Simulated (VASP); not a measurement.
# Lu (Pm-3m) in VASP: further runs, part 2 of 2

VASP 6.6.1. Earlier steps stand in the parts before.

### 3 Relaxation of cell and atoms, LDA, target pressure 5 GPa, at which the enthalpy is minimised

Contents of INCAR:

```
PREC = Accurate
ENCUT = 600
EDIFF = 1E-6
ISMEAR = -1
SIGMA = 0.1
LREAL = False
LASPH = True
NELM = 100
ALGO = Normal
ISIF = 3
LWAVE = False
LCHARG = False
GGA = CA
IBRION = 2
NSW = 60
EDIFFG = -0.02
PSTRESS = 50.0
```

Contents of KPOINTS:

```
Automatic mesh
0
Gamma
  15 15 15
```

Contents of POSCAR:

```
Lu
1.0
    3.1900000000      0.0000000000      0.0000000000
    0.0000000000      3.1900000000      0.0000000000
    0.0000000000      0.0000000000      3.1900000000
Lu
1
Direct
    0.0000000000      0.0000000000      0.0000000000
```

Potentials or basis: VASP PAW PBE potentials, release 64 (Lu).

The run is started by

```
$ cat potpaw_PBE.64/Lu/POTCAR > POTCAR
$ mpirun -np 1 vasp_std > vasp.out
```

OUTCAR:

```text
PREC = Accurate
   ENCUT = 600
   EDIFF = 1E-6
   ISMEAR = -1
   LREAL = False
   LASPH = True
   NELM = 100
   ISIF = 3
   GGA = CA
   IBRION = 2
   NSW = 60
   EDIFFG = -0.02
   PSTRESS = 50.0

 ion  position               nearest neighbor table
   1  0.000  0.000  0.000-

  LATTYP: Found a simple cubic cell.
 ALAT       =     3.1900000000

  Lattice vectors:

 A1 = (   3.1900000000,   0.0000000000,   0.0000000000)
 A2 = (   0.0000000000,   3.1900000000,   0.0000000000)
 A3 = (   0.0000000000,   0.0000000000,   3.1900000000)

Analysis of symmetry for initial positions (statically):
=====================================================================
 Subroutine PRICEL returns:
 Original cell was already a primitive cell.

 Routine SETGRP: Setting up the symmetry group for a
 simple cubic supercell.

 Subroutine GETGRP returns: Found 48 space group operations
[... 161 lines left out ...]
  ---------------------------------------------------
  free energy    TOTEN  =        -4.31617156 eV

  energy without entropy =       -4.25067890  energy(sigma->0) =       -4.28342523

------------------------ aborting loop because EDIFF is reached ----------------------------------------

  FORCE on cell =-STRESS in cart. coord.  units (eV):
  Direction    XX          YY          ZZ          XY          YZ          ZX
  --------------------------------------------------------------------------------------
  -------------------------------------------------------------------------------------
  Total       -0.7304714     -0.7304714     -0.7304714      0.0000000      0.0000000     -0.0000000
  in kB      -36.0530291    -36.0530291    -36.0530291      0.0000000      0.0000000     -0.0000000
  external PRESSURE =     -86.0530291 kB  Pullay stress =      50.0000000 kB
[... 172 lines left out ...]
--------------------------------------- Ionic step        6  -------------------------------------------

 number of electron      25.0000009 magnetization

 Free energy of the ion-electron system (eV)
  ---------------------------------------------------
  ext. energy  EPLUGINS =         0.00000000
  ---------------------------------------------------
  free energy    TOTEN  =        -4.31873376 eV

  energy without entropy =       -4.26127323  energy(sigma->0) =       -4.29000350

 E-fermi :   2.3996     XC(G=0): -11.6050

 val. band max:        2.3904541711   @ k =   0.4000   0.2667   0.1333
 cond. band min:       2.4034295734   @ k =   0.2667   0.2667   0.0000
 fundamental gap:      0.0129754023
 Fermi energy:         2.3996071016

 k-point     1 :       0.0000    0.0000    0.0000
  band No.  band energies     occupation
      1     -53.5471      2.00000
      2     -23.8874      2.00000
      3     -23.8874      2.00000
      4     -23.8874      2.00000
      5      -3.7258      2.00000
      6      -2.6913      2.00000
[... 433 lines left out ...]
      3     -24.2184      2.00000
      4     -23.7699      2.00000
      5      -2.7556      2.00000
      6      -2.7198      2.00000
[... 8 lines left out ...]
     15       5.9551      0.00000
     16       7.1050      0.00000

 [... further k-points ...]
[... 5 lines left out ...]
  --------------------------------------------------------------------------------------
  -------------------------------------------------------------------------------------
  Total        0.7994399      0.7994399      0.7994399      0.0000000      0.0000000      0.0000000
  in kB       50.3928917     50.3928917     50.3928917      0.0000000      0.0000000      0.0000000
  external PRESSURE =       0.3928917 kB  Pullay stress =      50.0000000 kB
[... 20 lines left out ...]
  energy  without entropy=       -4.2612732311  energy(sigma->0) =       -4.29000350

  enthalpy is  TOTEN    =        -3.5255267873 eV   P V=        0.7932069757

 reached required accuracy - stopping structural energy minimisation
```

OSZICAR:

```text
N       E                     dE             d eps       ncg     rms          rms(c)
DAV:   1     0.951671868319E+02    0.95167E+02   -0.11612E+04  4640   0.570E+03
DAV:   2     0.109769973295E+01   -0.94069E+02   -0.92734E+02  4120   0.380E+02
DAV:   3    -0.417756788889E+01   -0.52753E+01   -0.52076E+01  4608   0.766E+01
[... 63 lines left out ...]
DAV:   4    -0.431780602249E+01   -0.54427E-03   -0.65550E-04  6280   0.242E-01    0.110E-01
DAV:   5    -0.431867551450E+01   -0.86949E-03   -0.15582E-03  7184   0.330E-01    0.333E-02
DAV:   6    -0.431871246278E+01   -0.36948E-04   -0.40804E-05  5352   0.603E-02    0.190E-02
DAV:   7    -0.431873320227E+01   -0.20739E-04   -0.35282E-05  7120   0.516E-02    0.325E-03
DAV:   8    -0.431873376301E+01   -0.56075E-06   -0.11446E-06  3272   0.106E-02
   6 F= -.35255268E+01 E0= -.34967965E+01  d E =-.905899E-06
```

CONTCAR:

```text
Lu
   1.00000000000000
     2.9401920636520096    0.0000000000000000   -0.0000000000000000
     0.0000000000000000    2.9401920636520096    0.0000000000000000
    -0.0000000000000000    0.0000000000000000    2.9401920636520096
  Lu
     1
Direct
     1.0000000000000000    1.0000000000000000    1.0000000000000000

  0.00000000E+00  0.00000000E+00  0.00000000E+00
```

Run time: 6.6 min. Hardware: 1 thread of Intel Xeon Platinum 8375C at 2.90GHz (Ice Lake), shared host; peak memory 0.22 GiB.

Results:

| Item | Value |
| --- | --- |
| Free energy | -4.3187 eV |
| Relaxed volume | 25.42 Å³/atom |
| Relaxed cell | a = 2.940 Å, b = 2.940 Å, c = 2.940 Å, α = 90.00°, β = 90.00°, γ = 90.00° |
| Space group after relaxing (to 0.1 Å) | Pm-3m (No. 221) |
| Energy change on relaxing (the run minimises the enthalpy) | -2.6 meV/atom |
| Ionic steps | 6 |
| Pressure after relaxing | 5.0 GPa |
| Band gap on the k mesh | zero (an odd number of electrons rules out a gap without spin polarisation) |

Step by step:
| step | energy change (eV) | largest force (eV/Å) | pressure (GPa) | volume (Å³) |
| --- | --- | --- | --- | --- |
| 1 | 0.0000 | 0.0000 | -3.61 | 32.46 |
| 2 | 0.0135 | 0.0000 | 5.14 | 24.94 |
| 3 | 0.0106 | 0.0000 | 5.73 | 25.02 |
| 4 | -0.0033 | 0.0000 | 4.84 | 25.44 |
| 5 | 0.0007 | 0.0000 | 5.18 | 25.31 |
| 6 | -0.0026 | 0.0000 | 5.04 | 25.42 |

Final structure:
```cif
data_structure
_symmetry_space_group_name_H-M 'P 1'
_symmetry_Int_Tables_number 1
_cell_length_a 2.9402
_cell_length_b 2.9402
_cell_length_c 2.9402
_cell_angle_alpha 90.000
_cell_angle_beta 90.000
_cell_angle_gamma 90.000
_cell_volume 25.42
loop_
_atom_site_label
_atom_site_type_symbol
_atom_site_fract_x
_atom_site_fract_y
_atom_site_fract_z
_atom_site_occupancy
Lu1 Lu 0.00000 0.00000 0.00000 1
```

Caveat: the cell is relaxed towards a set pressure, so the run minimises the enthalpy, not the energy; the volume moved by over 15 % at a fixed basis, so the end points are rough; the PAW data sets were made with another functional, which shifts forces and pressure a little; spin-orbit coupling is left out, which moves the levels of the heavy elements.
